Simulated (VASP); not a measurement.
Set up this calculation in VASP 6.6.1, as the native input.

| Item | Value |
| --- | --- |
| Task | single point |
| Functional | PBE |
| Potentials or basis | VASP PAW PBE potentials, release 64 (Li_sv, Ga_d, Sb_d_GW) |
| Cutoff | 750 eV |
| k mesh | 4 × 4 × 4 |
| Occupations | gaussian, width 0.1 eV |
| Spin | no spin polarisation |
| Dipole correction | no |
| Further INCAR settings | ALGO = Normal; EDIFF = 1e-06; NBANDS = 44 |

The structure of LiGa4Sb lies in POSCAR:

```
LiGa4Sb
1.0
    2.3380592800     -3.7295470500      0.0000000000
    2.3380592800      3.7295470500      0.0000000000
    0.0000000000      0.0000000000      6.7298782000
Li Ga Sb
1 4 1
Direct
    0.0000000000      0.0000000000      0.0000000000
    0.5000000000      0.5000000000      0.2399561100
    0.5000000000      0.5000000000      0.7600438900
    0.1651134300      0.8348865700      0.5000000000
    0.8348865700      0.1651134300      0.5000000000
    0.5000000000      0.5000000000      0.5000000000
```

The cell was built from a structure type or drawn by symmetry, and may not be a known phase.

These files were run (other wordings do the same):

INCAR

```
PREC     = Accurate       # precision mode
ENCUT    = 750            # plane-wave cutoff, eV
EDIFF    = 1E-6           # SCF threshold, eV
ISMEAR   = 0              # smearing method
SIGMA    = 0.1            # smearing width, eV
LREAL    = False          # projectors in reciprocal space
LASPH    = True           # aspherical terms in the spheres
NELM     = 120            # most SCF steps
ALGO     = Normal         # electronic algorithm
ISIF     = 2              # what is computed and relaxed
LWAVE    = False          # write WAVECAR
LCHARG   = True           # write CHGCAR
GGA      = PE             # functional
LELF     = True           # ELF
LVHAR    = True         
NBANDS   = 44             # bands
GGA_COMPAT= False
```

KPOINTS

```
Automatic mesh
0
Gamma
  4 4 4
```

Potentials or basis: VASP PAW PBE potentials, release 64 (Li_sv, Ga_d, Sb_d_GW).

Launch:

```bash
$ cat potpaw_PBE.64/Li_sv/POTCAR potpaw_PBE.64/Ga_d/POTCAR potpaw_PBE.64/Sb_d_GW/POTCAR > POTCAR
$ mpirun -np 1 vasp_std > vasp.out
```

Results of the run:

```json
{"Pressure": "77.9 GPa", "Largest force": "36.767 eV/Å", "Band gap on the k mesh": "zero (bands 35 and 36 overlap by 1.70 eV)"}
```

Caveat: the k points lie up to 0.40 Å⁻¹ apart, too coarse for converged energies and pressures of a metal; atoms lie so close that the PAW spheres overlap strongly, which falsifies energies and pressures; spin-orbit coupling is left out, which moves the levels of the heavy elements; forces of over 1 eV/Å act on the atoms, so gaps and moduli don't describe the material at rest.

It took 2.4 min on 1 thread of Intel(R) Xeon(R) Platinum 8488C (Sapphire Rapids), with other jobs on the host, peak memory 0.42 GiB.
